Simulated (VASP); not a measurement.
A run of VASP 6.6.1 is set up as follows.

File INCAR:

```
ALGO = Normal
DIPOL = 0.5 0.5 0.285
EDIFF = 1E-6
ENCUT = 400
GGA = RE
GGA_COMPAT = False
IDIPOL = 3
ISIF = 2
ISMEAR = 0
IVDW = 12
LASPH = True
LCHARG = False
LDIPOL = True
LREAL = False
LWAVE = False
NBANDS = 20
NELM = 120
NELMDL = -8
PREC = Accurate
SIGMA = 0.03
```

File KPOINTS:

```
k-points
0
Gamma
  12 12 1
```

File POSCAR:

```
SnSe2
1.0
    3.8125722079      0.0000000000      0.0000000000
   -1.9062861040      3.3017843858      0.0000000000
    0.0000000000      0.0000000000     30.1599999976
Se Sn
2 1
Direct
    0.3333333333      0.6666666667      0.2315786945
    0.6666666667      0.3333333333      0.3380499528
    0.0000000000      0.0000000000      0.2848143236
```

Potentials or basis: VASP PAW PBE potentials, release 64 (Se, Sn_d).

The run is started by

```sh
$ cat potpaw_PBE.64/Se/POTCAR potpaw_PBE.64/Sn_d/POTCAR > POTCAR
$ mpirun -np 1 vasp_std > vasp.out
```

Question: Estimate the largest force.

Answer: 0.013 eV/Å.

Question: What does it give for the band gap on the k mesh?

Answer: 0.81 eV, indirect (least direct gap 1.16 eV).

Forces in eV/Å, atoms in the order of the input:
```
Se   0.000  0.000 -0.013
Se   0.000  0.000  0.013
Sn   0.000  0.000  0.000
```

Caveat: the PAW data sets were made with another functional, which shifts forces and pressure a little; spin-orbit coupling is left out, which moves the levels of the heavy elements.
